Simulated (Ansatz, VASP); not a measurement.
**SiO2 in VASP and in Ansatz**

The input INCAR:

```
SYSTEM = SiO2
  PREC = Accurate
  ENCUT = 600
  EDIFF = 1E-6
  ISMEAR = 0
  SIGMA = 0.02
  LREAL = .False.
  LASPH = .True.
  NELM = 80
  ALGO = Normal
  ISIF = 3
  LWAVE = .False.
  LCHARG = .False.
  IBRION = 2
  NSW = 70
  EDIFFG = -0.005
```

Contents of KPOINTS:

```
regular mesh
0
Gamma
  6 6 6
  0 0 0
```

The input POSCAR:

```
SiO2
1.0
    0.0000000000      3.7303723276      3.7303723276
    3.7303723276      0.0000000000      3.7303723276
    3.7303723276      3.7303723276      0.0000000000
Si O
2 4
Direct
    0.5000000000      0.5000000000      0.5000000000
    0.7500000000      0.7500000000      0.7500000000
    0.6250000000      0.6250000000      0.6250000000
    0.1250000000      0.6250000000      0.6250000000
    0.6250000000      0.6250000000      0.1250000000
    0.6250000000      0.1250000000      0.6250000000
```

Input for Ansatz:

```yaml
crystal:
  lattice:
    - [0.0, 3.7303723276, 3.7303723276]
    - [3.7303723276, 0.0, 3.7303723276]
    - [3.7303723276, 3.7303723276, 0.0]
  atoms:
    - { symbol: Si, position: [0.5, 0.5, 0.5] }
    - { symbol: Si, position: [0.75, 0.75, 0.75] }
    - { symbol: O, position: [0.625, 0.625, 0.625] }
    - { symbol: O, position: [0.125, 0.625, 0.625] }
    - { symbol: O, position: [0.625, 0.625, 0.125] }
    - { symbol: O, position: [0.625, 0.125, 0.625] }
basis:
  ecutwfc: 420
kpoints:
  mp_grid: { grid: [6, 6, 6] }
hamiltonian:
  xc: lda
scf:
  occupations: { method: gaussian, width: 0.02 }
output:
  forces: true
  stress: true
  eigenvalues: true
  write_density: true
  write_potential: true
  elf: true
  volumetric_format: npy
relax:
  adjacent_minimum: "off"
  f_tol: 0.005
  max_steps: 50
  cell: { stress_tol: 0.05 }
```

Alike in both runs: task relaxation of cell and atoms; functional LDA; k mesh 6 × 6 × 6; occupations gaussian, width 0.02 eV; no spin polarisation.

|  | VASP | Ansatz |
| --- | --- | --- |
| version | VASP 6.6.1 | Ansatz 0.2.0 |
| potentials or method | VASP PAW LDA potentials, release 64 (Si, O), cutoff 600 eV | scalar-relativistic, plane waves, PAW |
| valence electrons in the cell | 32 | 32 |

Ansatz gave:

```
gap on the k mesh at the Fermi level, each at its own relaxed structure (eV) : 5.33
relaxed volume (Å³/atom)                                                     : 16.74
relaxed length of the cell vector where the two differ most in proportion (Å)              : 5.217
```

Problem. Estimate VASP's values.

Solution. gap on the k mesh at the Fermi level, each at its own relaxed structure (eV): 5.32; relaxed volume (Å³/atom): 16.75; relaxed length of the cell vector where the two differ most in proportion (Å): 5.219.

LDA's correlation is that of Perdew and Zunger in VASP and of Perdew and Wang (1992) in Ansatz.
